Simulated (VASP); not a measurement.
Wanted: the native input for a VASP 6.6.1 run.

| Property | Result |
| --- | --- |
| Task | single point |
| Functional | r2SCAN |
| Potentials or basis | VASP PAW PBE potentials, release 64 (F, Cl, Na_pv) |
| Cutoff | 520 eV |
| k mesh | 8 × 8 × 8 |
| Occupations | gaussian, width 0.01 eV |
| Spin | no spin polarisation |
| Dipole correction | no |
| Further INCAR settings | ALGO = Normal; EDIFF = 1e-06; NBANDS = 22 |

The system is Na2ClF.

```xyz
4
Lattice="1.8462 1.0659 6.0368 -1.8462 1.0659 6.0368 0.0000 -2.1318 6.0368" Properties=species:S:1:pos:R:3 pbc="T T T"
F     1.8462    1.0659    6.0368
Cl    0.0000    0.0000    9.0552
Na    0.0000    0.0000    4.7709
Na    0.0000    0.0000   13.3394
```

The input as run:

POSCAR

```
Na2ClF
1.0
    1.8461995965      1.0659038340      6.0367800175
   -1.8461995965      1.0659038340      6.0367800175
    0.0000000000     -2.1318076680      6.0367800175
F Cl Na
1 1 2
Direct
    1.0000000000      0.0000000000      0.0000000000
    0.5000000000      0.5000000000      0.5000000000
    0.2634375879      0.2634375879      0.2634375879
    0.7365624121      0.7365624121      0.7365624121
```

INCAR.step1

```
SYSTEM = Na2ClF
  PREC = Accurate
  ENCUT = 520
  ISMEAR = 0
  SIGMA = 0.01
  LREAL = .False.
  LASPH = .True.
  NELM = 80
  NBANDS = 22
  GGA = PE
  ALGO = Normal
  EDIFF = 1E-4
  LWAVE = .True.
  LCHARG = .False.
```

INCAR.step2

```
SYSTEM = Na2ClF
  PREC = Accurate
  ENCUT = 520
  EDIFF = 1E-6
  ISMEAR = 0
  SIGMA = 0.01
  LREAL = .False.
  LASPH = .True.
  NELM = 80
  ALGO = Normal
  ISIF = 2
  LWAVE = .False.
  LCHARG = .False.
  METAGGA = R2SCAN
  LMIXTAU = .True.
  NBANDS = 22
  ISTART = 1
```

KPOINTS

```
Automatic mesh
0
Gamma
  8 8 8
  0 0 0
```

Potentials or basis: VASP PAW PBE potentials, release 64 (F, Cl, Na_pv).

Launch:

```console
$ cat potpaw_PBE.64/F/POTCAR potpaw_PBE.64/Cl/POTCAR potpaw_PBE.64/Na_pv/POTCAR > POTCAR
$ cp INCAR.step1 INCAR
$ mpirun -np 1 vasp_std > vasp.out
$ cp INCAR.step2 INCAR
$ mpirun -np 1 vasp_std > vasp.out
```

Results of the run:

```json
{"Pressure": "-2.2 GPa", "Largest force": "0.060 eV/Å", "Band gap on the k mesh": "4.88 eV"}
```

Caveat: the PAW data sets were made with another functional, which shifts forces and pressure a little.

Wall time 13 min on 1 thread of AMD EPYC 7R13 Processor (Zen 3) (shared host), peak memory 0.37 GiB.
